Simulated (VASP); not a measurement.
# AgRu2Au2 in VASP: further runs

The runs below take AgRu2Au2 through single point, with PBE.

Program: VASP 6.6.1. These are calculated values, not measurements. Logs are shortened: lines on timing, memory, paths and dates and some standing lists are left out, and cuts for length are marked.

### Step 1. The cell of the first run

The cell holds a sheet with vacuum, 5 atoms: a = 4.429 Å, b = 4.429 Å, c = 33.804 Å, α = 90.00°, β = 90.00°, γ = 120.00°.

### Step 2. Single point, PBE, collinear spin, ferromagnetic start

INCAR

```
PREC = Accurate
ENCUT = 520
EDIFF = 1E-7
ISMEAR = 0
SIGMA = 0.1
LREAL = False
LASPH = True
NELM = 150
ALGO = Normal
ISIF = 2
LWAVE = False
LCHARG = True
ISPIN = 2
MAGMOM = 0 1 1 0 0
LORBIT = 11
LMAXMIX = 4
LDIPOL = True
IDIPOL = 3
DIPOL = 0.5 0.5 0.295
GGA = PE
LELF = True
LVHAR = True
LVACPOTAV = True
NBANDS = 42
```

KPOINTS

```
regular mesh
0
Gamma
  6 6 1
```

POSCAR

```
AgRu2Au2
1.0
    4.4293152139     -0.0000000027      0.0000000000
   -2.2146576046      3.8358994979      0.0000000000
    0.0000000000      0.0000000000     33.8036224000
Ag Ru Au
1 2 2
Direct
    0.0000000000      0.0000000000      0.2962753936
    0.3333333333      0.6666666667      0.3360896688
    0.6666666667      0.3333333333      0.3360896688
    0.3333333333      0.6666666667      0.2544508655
    0.6666666667      0.3333333333      0.2544508655
```

Potentials or basis: VASP PAW PBE potentials, release 64 (Ag, Ru_pv, Au).

Started as:

```console
$ cat potpaw_PBE.64/Ag/POTCAR potpaw_PBE.64/Ru_pv/POTCAR potpaw_PBE.64/Au/POTCAR > POTCAR
$ mpirun -np 1 vasp_std > vasp.out
```

OUTCAR:

```text
PREC = Accurate
   ENCUT = 520
   EDIFF = 1E-7
   ISMEAR = 0
   LREAL = False
   LASPH = True
   NELM = 150
   ISIF = 2
   ISPIN = 2
   LORBIT = 11
   GGA = PE

 ion  position               nearest neighbor table
   1  0.000  0.000  0.296-   2 2.89   3 2.89   2 2.89   3 2.89   3 2.89   2 2.89   4 2.92   5 2.92
                             5 2.92   4 2.92   5 2.92   4 2.92
   2  0.333  0.667  0.336-   3 2.56   3 2.56   3 2.56   4 2.76   1 2.89   1 2.89   1 2.89
   3  0.667  0.333  0.336-   2 2.56   2 2.56   2 2.56   5 2.76   1 2.89   1 2.89   1 2.89
   4  0.333  0.667  0.254-   5 2.56   5 2.56   5 2.56   2 2.76   1 2.92   1 2.92   1 2.92
   5  0.667  0.333  0.254-   4 2.56   4 2.56   4 2.56   3 2.76   1 2.92   1 2.92   1 2.92

  LATTYP: Found a hexagonal cell.
 ALAT       =     4.4293152139
 C/A-ratio  =     7.6317942543

  Lattice vectors:

 A1 = (   4.4293152139,  -0.0000000027,   0.0000000000)
 A2 = (  -2.2146576046,   3.8358994979,   0.0000000000)
 A3 = (   0.0000000000,   0.0000000000,  33.8036224000)

Analysis of symmetry for initial positions (statically):
=====================================================================
 Subroutine PRICEL returns:
 Original cell was already a primitive cell.

 Routine SETGRP: Setting up the symmetry group for a
 hexagonal supercell.

 Subroutine GETGRP returns: Found 12 space group operations
 (whereof 12 operations were pure point group operations)
 out of a pool of 24 trial point group operations.

The static configuration has the point symmetry C_6v.

Analysis of symmetry for dynamics (positions and initial velocities):
=====================================================================
 Subroutine PRICEL returns:
 Original cell was already a primitive cell.

 Routine SETGRP: Setting up the symmetry group for a
 hexagonal supercell.

 Subroutine GETGRP returns: Found 12 space group operations
 (whereof 12 operations were pure point group operations)
 out of a pool of 24 trial point group operations.

The dynamic configuration has the point symmetry C_6v.

Analysis of structural, dynamic, and magnetic symmetry:
=====================================================================
 Subroutine PRICEL returns:
 Original cell was already a primitive cell.

 Routine SETGRP: Setting up the symmetry group for a
 hexagonal supercell.

 Subroutine GETGRP returns: Found 12 space group operations
 (whereof 12 operations were pure point group operations)
 out of a pool of 24 trial point group operations.

The overall configuration has the point symmetry C_6v.

 Subroutine INISYM returns: Found 12 space group operations
 (whereof 12 operations are pure point group operations),
 and found     1 'primitive' translations

----------------------------------------------------------------------------------------

                                     Primitive cell

  volume of cell :     574.3373

  direct lattice vectors                    reciprocal lattice vectors
     4.429315214 -0.000000003  0.000000000     0.225768534  0.130347523  0.000000000
    -2.214657605  3.835899498  0.000000000     0.000000000  0.260695047  0.000000000
     0.000000000  0.000000000 33.803622400     0.000000000  0.000000000  0.029582628

  length of vectors
     4.429315214  4.429315214 33.803622400     0.260695047  0.260695047  0.029582628

  position of ions in fractional coordinates (direct lattice)
     0.000000000  0.000000000  0.296275394
     0.333333333  0.666666667  0.336089669
     0.666666667  0.333333333  0.336089669
     0.333333333  0.666666667  0.254450865
     0.666666667  0.333333333  0.254450865

  ion indices of the primitive-cell ions
   primitive index   ion index
                 1           1
                 2           2
                 3           3
                 4           4
                 5           5

[... 33 lines left out ...]
  0.333333  0.166667  0.000000     12.000000
  0.333333  0.333333  0.000000      2.000000
   k-points           NKPTS =      7   k-points in BZ     NKDIM =      7   number of bands    NBANDS=     42
   number of dos      NEDOS =    301   number of ions     NIONS =      5
   total plane-waves  NPLWV = 326592
   dimension x,y,z NGX =    36 NGY =   36 NGZ =  252
   dimension x,y,z NGXF=    72 NGYF=   72 NGZF=  504
   ions per type =               1   2   2
   NGX,Y,Z   is equivalent  to a cutoff of  13.51, 13.51, 12.39 a.u.
   NGXF,Y,Z  is equivalent  to a cutoff of  27.02, 27.02, 24.79 a.u.
 SYSTEM =  unknown system
   PREC   = accura    normal or accurate (medium, high low for compatibility)
   ISTART =      0    job   : 0-new  1-cont  2-samecut
   ICHARG =      2    charge: 1-file 2-atom 10-const
   ISPIN  =      2    spin polarized calculation?
   LNONCOLLINEAR =      F non collinear calculations
   LSORBIT =      F    spin-orbit coupling
   LASPH  =      T    aspherical Exc in radial PAW
   ENCUT  =  520.0 eV  38.22 Ry    6.18 a.u.   8.24  8.24 62.85*2*pi/ulx,y,z
   NELM   =    150;   NELMIN=  2; NELMDL= -5     # of ELM steps
   EDIFF  = 0.1E-06   stopping-criterion for ELM
   LREAL  =      F    real-space projection
   EDIFFG = 0.1E-05   stopping-criterion for IOM
   NSW    =      0    number of steps for IOM
   IBRION =     -1    ionic relax: 0-MD 1-quasi-New 2-CG
   NFREE  =      0    steps in history (QN), initial steepest desc. (CG)
   ISIF   =      2    stress and relaxation
   ISYM   =      2    0-nonsym 1-usesym 2-fastsym
   POTIM  = 0.5000    time-step for ionic-motion
   TEBEG  =    0.0;   TEEND  =   0.0 temperature during run
   PSTRESS=    0.0 pullay stress
   NELECT =      61.0000    total number of electrons
   NUPDOWN=      -1.0000    fix difference up-down
   EMIN   =  10.00;   EMAX   =-10.00  energy-range for DOS
   EFERMI =   0.00;   METHOD = LEGACY
   ISMEAR =     0;   SIGMA  =   0.10  broadening in eV -4-tet -1-fermi 0-gaus
   EFERMI_NEDOS =   21; number of points for ismear=-14 and -15
   IALGO  =     38    algorithm
   IMIX   =      4    mixing-type and parameters
     AMIX     =   0.40;   BMIX     =  1.00
     AMIX_MAG =   1.60;   BMIX_MAG =  1.00
  volume/ion in A,a.u.               =     114.87       775.16
  Fermi-wavevector in a.u.,A,eV,Ry     =   0.775287  1.465080  8.178050  0.601070
  Thomas-Fermi vector in A             =   1.877522
   LORBIT       =     11    0 simple, 1 ext, 2 COOP (PROOUT), +10 PAW based schemes
   GGA     = PE    functional components
   LHFCALC =     F    Hartree Fock is set to
   AEXX    =    0.0000 exact exchange contribution
   IVDW    =     0    specifies the selected vdW correction
   LEPSILON=     F    determine dielectric tensor
   LRPA    =     F    only Hartree local field effects (RPA)
 spin polarized calculation
 Gauss-broadening in eV      SIGMA  =   0.10
  energy-cutoff  :      520.00
  volume of cell :      574.34
 maximum number of plane-waves:     15515
 NGX is ok and might be reduce to    36
   NGX = 17   NGY = 17   NGZ =125

 dipolmoment           0.000000      0.000000     -0.000009 electrons x Angstroem

 number of electron      60.9999991 magnetization       0.6057875

 dipolmoment           0.000000      0.000000      0.013195 electrons x Angstroem

 Free energy of the ion-electron system (eV)
  ---------------------------------------------------
  ext. energy  EPLUGINS =         0.00000000
  ---------------------------------------------------
  free energy    TOTEN  =       -21.98714974 eV

  energy without entropy =      -21.95536394  energy(sigma->0) =      -21.97125684

 E-fermi :  -2.9414     XC(G=0):  -2.3678

 val. band max:       -2.9946161820   @ k =   0.3333   0.3333   0.0000
 cond. band min:      -2.9399367778   @ k =   0.1667   0.1667   0.0000
 fundamental gap:      0.0546794042
 Fermi energy:        -2.9413619991

 spin component 1

 k-point     1 :       0.0000    0.0000    0.0000
  band No.  band energies     occupation
      1     -45.8096      1.00000
      2     -45.8096      1.00000
      3     -45.5820      1.00000
      4     -45.4433      1.00000
      5     -45.2447      1.00000
      6     -45.2447      1.00000
[... 304 lines left out ...]
     41       4.7226      0.00000
     42       4.8961      0.00000
 Fermi energy:        -2.9413619991

 spin component 2

 k-point     1 :       0.0000    0.0000    0.0000
  band No.  band energies     occupation
      1     -45.6549      1.00000
      2     -45.6549      1.00000
      3     -45.3163      1.00000
      4     -45.1758      1.00000
      5     -45.0869      1.00000
      6     -45.0869      1.00000
[... 304 lines left out ...]
     41       4.7268      0.00000
     42       4.9216      0.00000

------------------------ aborting loop because EDIFF is reached ----------------------------------------

 vacuum level on the upper side and lower side of the slab       (xc-potential included)        -0.027        -0.118

  FORCE on cell =-STRESS in cart. coord.  units (eV):
  Direction    XX          YY          ZZ          XY          YZ          ZX
  --------------------------------------------------------------------------------------
  -------------------------------------------------------------------------------------
  Total       -0.0022530     -0.0022530     -0.0115222     -0.0000000     -0.0000000      0.0000000
  in kB       -0.0062851     -0.0062851     -0.0321426     -0.0000000     -0.0000000      0.0000000
  external PRESSURE =      -0.0149042 kB  Pullay stress =       0.0000000 kB

 VOLUME and BASIS-vectors are now :
 -----------------------------------------------------------------------------
  energy-cutoff  :      520.00
  volume of cell :      574.34
      direct lattice vectors                 reciprocal lattice vectors
     4.429315214 -0.000000003  0.000000000     0.225768534  0.130347523  0.000000000
    -2.214657605  3.835899498  0.000000000     0.000000000  0.260695047  0.000000000
     0.000000000  0.000000000 33.803622400     0.000000000  0.000000000  0.029582628

 POSITION                                       TOTAL-FORCE (eV/Angst)
 -----------------------------------------------------------------------------------
      0.00000      0.00000     10.01518        -0.000000      0.000000     -0.004447
      0.00000      2.55727     11.36105         0.000000      0.000000      0.009656
      2.21466      1.27863     11.36105        -0.000000      0.000000      0.009656
      0.00000      2.55727      8.60136         0.000000      0.000000     -0.007433
      2.21466      1.27863      8.60136        -0.000000     -0.000000     -0.007433
 -----------------------------------------------------------------------------------
    total drift:                               -0.000000     -0.000000     -0.000908

  FREE ENERGIE OF THE ION-ELECTRON SYSTEM (eV)
  ---------------------------------------------------
  free  energy   TOTEN  =       -21.9871497402 eV

  energy  without entropy=      -21.9553639445  energy(sigma->0) =      -21.97125684

 vacuum level on the upper side and lower side of the slab         2.189         2.048

 total charge

# of ion       s       p       d       tot
------------------------------------------
    1        0.435   0.314   9.143   9.893
    2        0.341   6.141   5.949  12.432
    3        0.341   6.141   5.949  12.432
    4        0.651   0.327   8.766   9.744
    5        0.651   0.327   8.766   9.744
--------------------------------------------------
tot          2.419  13.251  38.573  54.244

 magnetization (x)

# of ion       s       p       d       tot
------------------------------------------
    1       -0.003  -0.002   0.007   0.002
    2        0.006  -0.001   0.245   0.250
    3        0.006  -0.001   0.245   0.250
    4       -0.001   0.001   0.030   0.031
    5       -0.001   0.001   0.030   0.031
--------------------------------------------------
tot          0.008  -0.001   0.557   0.564
```

Wall time 18 min (1 thread of Intel Xeon Platinum 8488C (Sapphire Rapids), shared host); peak memory 1.1 GiB.

What came out:

| Item | Value |
| --- | --- |
| Free energy | -21.9871 eV |
| Largest force | 0.010 eV/Å |
| Net moment | 0.61 μB per cell |
| Site moments | Ag +0.00; Ru +0.25; Au +0.03 μB |
| Valence electrons inside the program's atomic spheres | Ag 9.89; Ru 12.43; Au 9.74 |
| Work function of the upper face | 5.13 eV |
| Work function of the lower face | 4.99 eV |

Forces on the atoms (eV/Å):
```
Ag   0.000  0.000 -0.004
Ru   0.000  0.000  0.010
Ru   0.000  0.000  0.010
Au   0.000  0.000 -0.007
Au   0.000  0.000 -0.007
```

Caveat: spin-orbit coupling is left out, which moves the levels of the heavy elements.

### Step 3. Single point, PBE

This run uses another cell than the first one, of 80.31 Å³/atom, 0.699 times its volume.

INCAR

```
SYSTEM = AgRu2Au2
  PREC = Accurate
  ENCUT = 520
  EDIFF = 1E-6
  ISMEAR = 0
  SIGMA = 0.1
  LREAL = .False.
  LASPH = .True.
  NELM = 60
  ALGO = Normal
  ISIF = 2
  LWAVE = .False.
  LCHARG = .True.
  LDIPOL = .True.
  IDIPOL = 3
  DIPOL = 0.5 0.5 0.499
  GGA = PE
  LELF = .True.
  LVHAR = .True.
  LVACPOTAV = .True.
  NBANDS = 38
```

KPOINTS

```
Automatic mesh
0
Gamma
  6 6 1
  0 0 0
```

POSCAR

```
AgRu2Au2
1.0
    4.8149293900      0.0000000000      0.0000000000
   -2.4074646900      4.1698511700      0.0000000000
    0.0000000000      0.0000000000     20.0000000000
Ag Ru Au
1 2 2
Direct
    0.0000000000      0.0000000000      0.4970000000
    0.3333333300      0.6666666700      0.6250452800
    0.6666666700      0.3333333300      0.6250452800
    0.3333333300      0.6666666700      0.3749547200
    0.6666666700      0.3333333300      0.3749547200
```

Potentials or basis: VASP PAW PBE potentials, release 64 (Ag, Ru_pv, Au).

Started as:

```console
$ cat potpaw_PBE.64/Ag/POTCAR potpaw_PBE.64/Ru_pv/POTCAR potpaw_PBE.64/Au/POTCAR > POTCAR
$ mpirun -np 1 vasp_std > vasp.out
```

Run time: 6.7 min. Hardware: 1 thread of AMD EPYC 7R43 (Zen 3), shared host; peak memory 0.45 GiB.

Results (log left out):

* Free energy: -17.2363 eV
* Largest force: 0.570 eV/Å

Forces on the atoms (eV/Å):
```
Ag   0.000  0.000  0.289
Ru   0.000  0.000 -0.570
Ru   0.000  0.000 -0.570
Au   0.000  0.000  0.426
Au   0.000  0.000  0.426
```

Levels at points of the mesh, in eV from the Fermi level:
```csv
k point,band 29,band 30,band 31,band 32,band 33,band 34
"(0.00, 0.00, 0.00)",-0.84,-0.84,0.19,0.19,0.23,0.46
"(0.50, 0.00, 0.00)",-0.27,-0.20,-0.19,0.19,0.45,0.65
```

Caveat: spin-orbit coupling is left out, which moves the levels of the heavy elements.
